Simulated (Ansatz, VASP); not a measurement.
Two plane-wave programs on Cu

```
CELL_PARAMETERS angstrom
-1.37065 1.37065 1.34168
1.37065 -1.37065 1.34168
1.37065 1.37065 -1.34168
ATOMIC_POSITIONS crystal
Cu 0.00000 0.00000 0.00000
```

Change from the starting cell: strain -0.050 along x and y, -0.025 along z, atoms carried along.

Alike in both runs: task single point; functional r2SCAN; k mesh 24 × 24 × 24; occupations gaussian, width 0.15 eV; no spin polarisation.

```csv
,VASP,Ansatz
version,VASP 6.6.1,Ansatz 0.2.0
potentials or method,"VASP PAW PBE potentials, release 64 (Cu), cutoff 520 eV","scalar-relativistic, plane waves, PAW"
valence electrons in the cell,11,19
```

VASP gave:

```
gap on the k mesh at the Fermi level (eV)                     : none
pressure (GPa)                                                : 29.8
traceless stress, the component that is largest in VASP (GPa) : 0.16
```

Task: Estimate Ansatz's values.

Result: gap on the k mesh at the Fermi level (eV): none; pressure (GPa): 28.9; traceless stress, the component that is largest in VASP (GPa): 0.14.

VASP's potentials were made for PBE, not for r2SCAN. A gap of «none» marks a metal or a gap that the smearing closes. Both programs put the cell under a high pressure, so it lies far from rest at this level. VASP's potentials hold 11 valence electrons a cell and Ansatz's 19, so a difference there can come from the potentials and not from the codes.
